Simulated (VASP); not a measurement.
# CuSi16 (a cell with a defect) in VASP: relaxation of the atoms with PBE

Aim: the relaxation of the atoms of CuSi16 (a cell with a defect) with PBE.

Everything below comes from runs of VASP 6.6.1. Logs are shortened: lines on timing, memory, paths and dates and some standing lists are left out, and cuts for length are marked.

## (1) The cell of the first run

The cell holds a defect, 17 atoms: a = 7.679 Å, b = 7.679 Å, c = 7.679 Å, α = 60.00°, β = 60.00°, γ = 60.00°.

## (2) Relaxation of the atoms, PBE

INCAR

```
ALGO     = Normal         # electronic algorithm
EDIFF    = 1E-6           # SCF threshold, eV
EDIFFG   = -0.03          # ionic threshold
ENCUT    = 520            # plane-wave cutoff, eV
GGA      = PE             # functional
IBRION   = 2              # ionic algorithm
ISIF     = 2              # what is computed and relaxed
ISMEAR   = -1             # smearing method
LASPH    = True           # aspherical terms in the spheres
LCHARG   = False          # write CHGCAR
LREAL    = Auto         
LWAVE    = False          # write WAVECAR
NELECT   = 74.0         
NELM     = 80             # most SCF steps
NSW      = 80             # ionic steps
PREC     = Accurate       # precision mode
SIGMA    = 0.05           # smearing width, eV
```

KPOINTS

```
k-points
0
Gamma
  2 2 2
```

POSCAR

```
CuSi16
1.0
    0.0000000000      5.4300000000      5.4300000000
    5.4300000000      0.0000000000      5.4300000000
    5.4300000000      5.4300000000      0.0000000000
Si Cu
16 1
Direct
    0.0000000000      0.0000000000      0.0000000000
    0.1250000000      0.1250000000      0.1250000000
    0.0000000000      0.0000000000      0.5000000000
    0.1250000000      0.1250000000      0.6250000000
    0.0000000000      0.5000000000      0.0000000000
    0.1250000000      0.6250000000      0.1250000000
    0.0000000000      0.5000000000      0.5000000000
    0.1250000000      0.6250000000      0.6250000000
    0.5000000000      0.0000000000      0.0000000000
    0.6250000000      0.1250000000      0.1250000000
    0.5000000000      0.0000000000      0.5000000000
    0.6250000000      0.1250000000      0.6250000000
    0.5000000000      0.5000000000      0.0000000000
    0.6250000000      0.6250000000      0.1250000000
    0.5000000000      0.5000000000      0.5000000000
    0.6250000000      0.6250000000      0.6250000000
    0.2536497000      0.2453248000      0.7549681000
```

Potentials or basis: VASP PAW PBE potentials, release 64 (Si, Cu).

Started as:

```
cat potpaw_PBE.64/Si/POTCAR potpaw_PBE.64/Cu/POTCAR > POTCAR
mpirun -np 1 vasp_std > vasp.out
```

OUTCAR:

```text
EDIFF = 1E-6
   EDIFFG = -0.03
   ENCUT = 520
   GGA = PE
   IBRION = 2
   ISIF = 2
   ISMEAR = -1
   LASPH = True
   LREAL = Auto
   NELECT = 74.0
   NELM = 80
   NSW = 80
   PREC = Accurate

 ion  position               nearest neighbor table
   1  0.000  0.000  0.000-   2 2.35   4 2.35   6 2.35  10 2.35  17 2.71
   2  0.125  0.125  0.125-  17 2.32   3 2.35   5 2.35   9 2.35   1 2.35
   3  0.000  0.000  0.500-   2 2.35   4 2.35   8 2.35  12 2.35
   4  0.125  0.125  0.625-   1 2.35   3 2.35   7 2.35  11 2.35  17 2.38
   5  0.000  0.500  0.000-   2 2.35   6 2.35   8 2.35  14 2.35  17 2.71
   6  0.125  0.625  0.125-   1 2.35   5 2.35   7 2.35  13 2.35
   7  0.000  0.500  0.500-   4 2.35   6 2.35   8 2.35  16 2.35  17 2.76
   8  0.125  0.625  0.625-   3 2.35   5 2.35   7 2.35  15 2.35  17 2.38
   9  0.500  0.000  0.000-   2 2.35  10 2.35  12 2.35  14 2.35  17 2.67
  10  0.625  0.125  0.125-   1 2.35   9 2.35  11 2.35  13 2.35
  11  0.500  0.000  0.500-   4 2.35  10 2.35  12 2.35  16 2.35  17 2.72
  12  0.625  0.125  0.625-  17 2.33   9 2.35  11 2.35  15 2.35   3 2.35
  13  0.500  0.500  0.000-   6 2.35  10 2.35  14 2.35  16 2.35
  14  0.625  0.625  0.125-   5 2.35   9 2.35  13 2.35  15 2.35
  15  0.500  0.500  0.500-   8 2.35  12 2.35  14 2.35  16 2.35  17 2.72
  16  0.625  0.625  0.625-   7 2.35  11 2.35  13 2.35  15 2.35
  17  0.254  0.245  0.755-   2 2.32  12 2.33   4 2.38   8 2.38   9 2.67   1 2.71   5 2.71  11 2.72
                            15 2.72   7 2.76

  LATTYP: Found a face centered cubic cell.
 ALAT       =    10.8600000000

  Lattice vectors:

 A1 = (   0.0000000000,   5.4300000000,   5.4300000000)
 A2 = (   5.4300000000,   0.0000000000,   5.4300000000)
 A3 = (   5.4300000000,   5.4300000000,   0.0000000000)

Analysis of symmetry for initial positions (statically):
=====================================================================
 Subroutine PRICEL returns:
 Original cell was already a primitive cell.

 Routine SETGRP: Setting up the symmetry group for a
 face centered cubic supercell.

 Subroutine GETGRP returns: Found  1 space group operations
 (whereof  1 operations were pure point group operations)
 out of a pool of 48 trial point group operations.

The static configuration has the point symmetry C_1 .

Analysis of symmetry for dynamics (positions and initial velocities):
=====================================================================
 Subroutine PRICEL returns:
 Original cell was already a primitive cell.

 Routine SETGRP: Setting up the symmetry group for a
 face centered cubic supercell.

 Subroutine GETGRP returns: Found  1 space group operations
 (whereof  1 operations were pure point group operations)
 out of a pool of 48 trial point group operations.

The dynamic configuration has the point symmetry C_1 .

 Subroutine INISYM returns: Found  1 space group operations
 (whereof  1 operations are pure point group operations),
 and found     1 'primitive' translations

----------------------------------------------------------------------------------------

                                     Primitive cell

  volume of cell :     320.2060

  direct lattice vectors                    reciprocal lattice vectors
     0.000000000  5.430000000  5.430000000    -0.092081031  0.092081031  0.092081031
     5.430000000  0.000000000  5.430000000     0.092081031 -0.092081031  0.092081031
     5.430000000  5.430000000  0.000000000     0.092081031  0.092081031 -0.092081031

  length of vectors
     7.679179644  7.679179644  7.679179644     0.159489025  0.159489025  0.159489025

  position of ions in fractional coordinates (direct lattice)
     0.000000000  0.000000000  0.000000000
     0.125000000  0.125000000  0.125000000
     0.000000000  0.000000000  0.500000000
     0.125000000  0.125000000  0.625000000
     0.000000000  0.500000000  0.000000000
     0.125000000  0.625000000  0.125000000
[... 9 lines left out ...]
     0.625000000  0.625000000  0.625000000
     0.253649700  0.245324800  0.754968100

  ion indices of the primitive-cell ions
   primitive index   ion index
                 1           1
                 2           2
                 3           3
                 4           4
                 5           5
                 6           6
[... 9 lines left out ...]
                16          16
                17          17

----------------------------------------------------------------------------------------

 KPOINTS: k-points

Automatic generation of k-mesh.
 Grid dimensions read from file:
 generate k-points for:    2    2    2

 Generating k-lattice:

  Cartesian coordinates                     Fractional coordinates (reciprocal lattice)
    -0.046040516  0.046040516  0.046040516     0.500000000  0.000000000  0.000000000
     0.046040516 -0.046040516  0.046040516     0.000000000  0.500000000  0.000000000
     0.046040516  0.046040516 -0.046040516     0.000000000  0.000000000  0.500000000

  Length of vectors
     0.079744512  0.079744512  0.079744512

  Shift w.r.t. Gamma in fractional coordinates (k-lattice)
     0.000000000  0.000000000  0.000000000

 Subroutine IBZKPT returns following result:
 ===========================================

 Found      8 irreducible k-points:

 Following reciprocal coordinates:
            Coordinates               Weight
  0.000000  0.000000  0.000000      1.000000
  0.500000  0.000000  0.000000      1.000000
  0.000000  0.500000  0.000000      1.000000
  0.000000  0.000000  0.500000      1.000000
  0.500000  0.500000  0.500000      1.000000
  0.500000  0.500000  0.000000      1.000000
  0.000000  0.500000  0.500000      1.000000
  0.500000  0.000000  0.500000      1.000000
   k-points           NKPTS =      8   k-points in BZ     NKDIM =      8   number of bands    NBANDS=     46
   number of dos      NEDOS =    301   number of ions     NIONS =     17
   total plane-waves  NPLWV = 216000
   dimension x,y,z NGX =    60 NGY =   60 NGZ =   60
   dimension x,y,z NGXF=   120 NGYF=  120 NGZF=  120
   ions per type =              16   1
   NGX,Y,Z   is equivalent  to a cutoff of  12.99, 12.99, 12.99 a.u.
   NGXF,Y,Z  is equivalent  to a cutoff of  25.98, 25.98, 25.98 a.u.
 SYSTEM =  unknown system
   PREC   = accura    normal or accurate (medium, high low for compatibility)
   ISTART =      0    job   : 0-new  1-cont  2-samecut
   ICHARG =      2    charge: 1-file 2-atom 10-const
   ISPIN  =      1    spin polarized calculation?
   LNONCOLLINEAR =      F non collinear calculations
   LSORBIT =      F    spin-orbit coupling
   LASPH  =      T    aspherical Exc in radial PAW
   ENCUT  =  520.0 eV  38.22 Ry    6.18 a.u.  14.28 14.28 14.28*2*pi/ulx,y,z
   NELM   =     80;   NELMIN=  2; NELMDL= -5     # of ELM steps
   EDIFF  = 0.1E-05   stopping-criterion for ELM
   LREAL  =      T    real-space projection
   EDIFFG = -.3E-01   stopping-criterion for IOM
   NSW    =     80    number of steps for IOM
   IBRION =      2    ionic relax: 0-MD 1-quasi-New 2-CG
   NFREE  =      1    steps in history (QN), initial steepest desc. (CG)
   ISIF   =      2    stress and relaxation
   ISYM   =      2    0-nonsym 1-usesym 2-fastsym
   POTIM  = 0.5000    time-step for ionic-motion
   TEBEG  =    0.0;   TEEND  =   0.0 temperature during run
   PSTRESS=    0.0 pullay stress
   NELECT =      74.0000    total number of electrons
   NUPDOWN=      -1.0000    fix difference up-down
   EMIN   =  10.00;   EMAX   =-10.00  energy-range for DOS
   EFERMI =   0.00;   METHOD = LEGACY
   ISMEAR =    -1;   SIGMA  =   0.05  broadening in eV -4-tet -1-fermi 0-gaus
   EFERMI_NEDOS =   21; number of points for ismear=-14 and -15
   IALGO  =     38    algorithm
   IMIX   =      4    mixing-type and parameters
     AMIX     =   0.40;   BMIX     =  1.00
     AMIX_MAG =   1.60;   BMIX_MAG =  1.00
  volume/ion in A,a.u.               =      18.84       127.11
  Fermi-wavevector in a.u.,A,eV,Ry     =   1.004636  1.898488 13.732283  1.009294
  Thomas-Fermi vector in A             =   2.137265
   LORBIT       =      0    0 simple, 1 ext, 2 COOP (PROOUT), +10 PAW based schemes
   GGA     = PE    functional components
   LHFCALC =     F    Hartree Fock is set to
   AEXX    =    0.0000 exact exchange contribution
   IVDW    =     0    specifies the selected vdW correction
   LEPSILON=     F    determine dielectric tensor
   LRPA    =     F    only Hartree local field effects (RPA)
 conjugate gradient relaxation of ions
 non-spin polarized calculation
  energy-cutoff  :      520.00
  volume of cell :      320.21
 maximum number of plane-waves:      8646
 NGX is ok and might be reduce to    60
   NGX = 29   NGY = 29   NGZ = 29

--------------------------------------- Ionic step        1  -------------------------------------------

 number of electron      73.9999998 magnetization

 Free energy of the ion-electron system (eV)
  ---------------------------------------------------
  ext. energy  EPLUGINS =         0.00000000
  ---------------------------------------------------
  free energy    TOTEN  =       -94.09839566 eV

  energy without entropy =      -94.07457746  energy(sigma->0) =      -94.08648656

------------------------ aborting loop because EDIFF is reached ----------------------------------------

  FORCE on cell =-STRESS in cart. coord.  units (eV):
  Direction    XX          YY          ZZ          XY          YZ          ZX
  --------------------------------------------------------------------------------------
  -------------------------------------------------------------------------------------
  Total       -0.7075221     -0.7081158     -0.7076499      0.0463236     -0.0168524     -0.3781681
  in kB       -3.5401455     -3.5431160     -3.5407850      0.2317839     -0.0843225     -1.8921955
  external PRESSURE =      -3.5413488 kB  Pullay stress =       0.0000000 kB
[... 240 lines left out ...]
  energy  without entropy=      -94.1788604054  energy(sigma->0) =      -94.19071104

--------------------------------------- Ionic step        6  -------------------------------------------

 number of electron      73.9999997 magnetization

 Free energy of the ion-electron system (eV)
  ---------------------------------------------------
  ext. energy  EPLUGINS =         0.00000000
  ---------------------------------------------------
  free energy    TOTEN  =       -94.20295042 eV

  energy without entropy =      -94.17922820  energy(sigma->0) =      -94.19108931

 E-fermi :   6.3107     XC(G=0):  -9.6030

 val. band max:        6.2878760139   @ k =   0.0000   0.0000   0.0000
 cond. band min:       6.8889299464   @ k =   0.0000   0.5000   0.0000
 fundamental gap:      0.6010539325
 Fermi energy:         6.3107419593

 k-point     1 :       0.0000    0.0000    0.0000
  band No.  band energies     occupation
      1      -5.9011      2.00000
      2      -3.5267      2.00000
      3      -3.5056      2.00000
      4      -3.5027      2.00000
      5      -3.5005      2.00000
      6      -2.0615      2.00000
[... 425 lines left out ...]
  FREE ENERGIE OF THE ION-ELECTRON SYSTEM (eV)
  ---------------------------------------------------
  free  energy   TOTEN  =       -94.2029504154 eV

  energy  without entropy=      -94.1792281963  energy(sigma->0) =      -94.19108931

 reached required accuracy - stopping structural energy minimisation
```

Run time: 21 min. Hardware: 1 thread of Oxide Virtual Turin-like, shared host; peak memory 0.53 GiB.

What came out:

```
Free energy                  : -94.2030 eV
Energy gained by relaxing    : 6.2 meV/atom
Ionic steps                  : 6
Largest force after relaxing : 0.028 eV/Å
```

Forces on the atoms (eV/Å):
```
Si   0.013  0.005  0.010
Si   0.006  0.012 -0.007
Si   0.001  0.028 -0.003
Si  -0.003  0.002 -0.004
Si  -0.009  0.006 -0.013
Si   0.001 -0.008 -0.001
Si  -0.001 -0.003  0.000
Si   0.002  0.003  0.002
Si   0.002 -0.021 -0.001
Si  -0.008  0.000 -0.006
Si   0.008  0.002  0.013
Si  -0.006  0.012  0.005
Si   0.000 -0.005  0.001
Si   0.007 -0.001  0.008
Si  -0.013  0.004 -0.008
Si   0.000 -0.007  0.001
Cu  -0.001 -0.027  0.003
```

Step by step:
```
step  energy change (eV)  largest force (eV/Å)  pressure (GPa)
   1              0.0000                0.9987           -0.35
   2             -0.1017                0.1194           -0.75
   3             -0.1018                0.1161           -0.73
   4             -0.1039                0.0584           -0.76
   5             -0.1042                0.0556           -0.73
   6             -0.1046                0.0284           -0.74
```

Final structure:
```
Si Cu
1.0
     0.00000    5.43000    5.43000
     5.43000    0.00000    5.43000
     5.43000    5.43000    0.00000
Si Cu
16 1
Cartesian
  5.4314 5.4312 10.8351
  1.3842 1.3812 1.3311
  8.1454 2.7249 5.4288
  4.0557 4.0528 1.3411
  2.7398 5.4313 8.1435
  4.0638 1.3652 4.0813
  5.4299 8.1205 8.1449
  6.8034 4.0536 4.0888
  5.4302 2.7404 8.1448
  1.3668 4.0623 4.0819
  8.1202 5.4310 8.1462
  4.0471 6.8097 4.0982
  8.1450 8.1446 5.4300
  4.0632 4.0624 6.7784
  5.4288 5.4311 5.4548
  6.7960 6.7951 6.7790
  5.4307 5.4597 2.7115
```

Caveat: the k points lie up to 0.50 Å⁻¹ apart; the cell carries a net charge on a neutralising background, which shifts energy and pressure; the cell is charged against a uniform background, so pressure and absolute levels hang on convention.
